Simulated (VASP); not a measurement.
Nb3Sn:

```
Nb Sn
1.0
     5.31443    0.00000    0.00000
     0.00000    5.31443    0.00000
     0.00000    0.00000    5.31443
Nb Sn
6 2
Direct
  0.25000 0.00000 0.50000
  0.50000 0.75000 0.00000
  0.75000 0.00000 0.50000
  0.50000 0.25000 0.00000
  0.00000 0.50000 0.75000
  0.00000 0.50000 0.25000
  0.00000 0.00000 0.00000
  0.50000 0.50000 0.50000
```

* Program: VASP 6.6.1
* Task: relaxation of cell and atoms
* Functional: PBEsol
* Potentials or basis: VASP PAW PBE potentials, release 64 (Nb_sv, Sn_d)
* Cutoff: 600 eV
* k mesh: 4 × 4 × 4
* Occupations: fermi-dirac, width 0.02 eV
* Spin: no spin polarisation

At the start: pressure -5.8 GPa; volume 18.76 Å³/atom.

Question: Where does the relaxation end?

Answer: Over 4 steps the energy falls by 12.3 meV/atom and the volume is 18.11 Å³/atom (-3.5 %); space group Pm-3n (No. 223, to 0.1 Å) before and after.

Step by step:
| step | energy change (eV) | largest force (eV/Å) | pressure (GPa) | volume (Å³) |
| --- | --- | --- | --- | --- |
| 1 | 0.0000 | 0.0000 | -5.82 | 150.10 |
| 2 | 0.2532 | 0.0000 | 13.15 | 135.77 |
| 3 | -0.0985 | 0.0000 | -0.14 | 144.95 |
| 4 | -0.0986 | 0.0000 | -0.01 | 144.85 |

Final structure:
```
CELL_PARAMETERS angstrom
5.25179 0.00000 0.00000
0.00000 5.25179 0.00000
0.00000 0.00000 5.25179
ATOMIC_POSITIONS crystal
Nb 0.25000 0.00000 0.50000
Nb 0.50000 0.75000 0.00000
Nb 0.75000 0.00000 0.50000
Nb 0.50000 0.25000 0.00000
Nb 0.00000 0.50000 0.75000
Nb 0.00000 0.50000 0.25000
Sn 0.00000 0.00000 0.00000
Sn 0.50000 0.50000 0.50000
```

Caveat: the PAW data sets were made with another functional, which shifts forces and pressure a little.
